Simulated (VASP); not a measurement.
Here is a VASP 6.6.1 calculation.

File INCAR:

```
SYSTEM = Ta2Ru
PREC = Accurate
ENCUT = 600
EDIFF = 1E-6
ISMEAR = 0
SIGMA = 0.1
LREAL = .False.
LASPH = .True.
NELM = 80
ALGO = Normal
ISIF = 3
LWAVE = .False.
LCHARG = .False.
GGA = PE
IBRION = 2
NSW = 90
EDIFFG = -0.04
```

Contents of KPOINTS:

```
Automatic mesh
0
Gamma
  4 4 4
  0 0 0
```

POSCAR

```
Ta2Ru
1.0
    0.0000000000      3.6018543706      3.6018543706
    3.6018543706      0.0000000000      3.6018543706
    3.6018543706      3.6018543706      0.0000000000
Ta Ru
4 2
Direct
    0.6250000000      0.6250000000      0.6250000000
    0.1250000000      0.6250000000      0.6250000000
    0.6250000000      0.6250000000      0.1250000000
    0.6250000000      0.1250000000      0.6250000000
    0.0000000000      0.0000000000      0.0000000000
    0.2500000000      0.2500000000      0.2500000000
```

Potentials or basis: VASP PAW PBE potentials, release 64 (Ta_pv, Ru_pv).

Command:

```console
$ cat potpaw_PBE.64/Ta_pv/POTCAR potpaw_PBE.64/Ru_pv/POTCAR > POTCAR
$ mpirun -np 1 vasp_std > vasp.out
```

Task: What does it give for the relaxed cell?

Result: a = 5.308 Å, b = 5.308 Å, c = 5.308 Å, α = 60.00°, β = 60.00°, γ = 60.00°.

Task: What does it give for the space group after relaxing (to 0.05 Å)?

Result: Fd-3m (No. 227).

The path:
| step | energy change (eV) | largest force (eV/Å) | pressure (GPa) | volume (Å³) |
| --- | --- | --- | --- | --- |
| 1 | 0.0000 | 0.0000 | 29.25 | 93.46 |
| 2 | 2.5649 | 0.0000 | -28.44 | 137.44 |
| 3 | -0.9959 | 0.0000 | -1.90 | 106.71 |
| 4 | -1.0025 | 0.0000 | -0.30 | 105.76 |

Caveat: the k points lie up to 0.36 Å⁻¹ apart in the final cell.
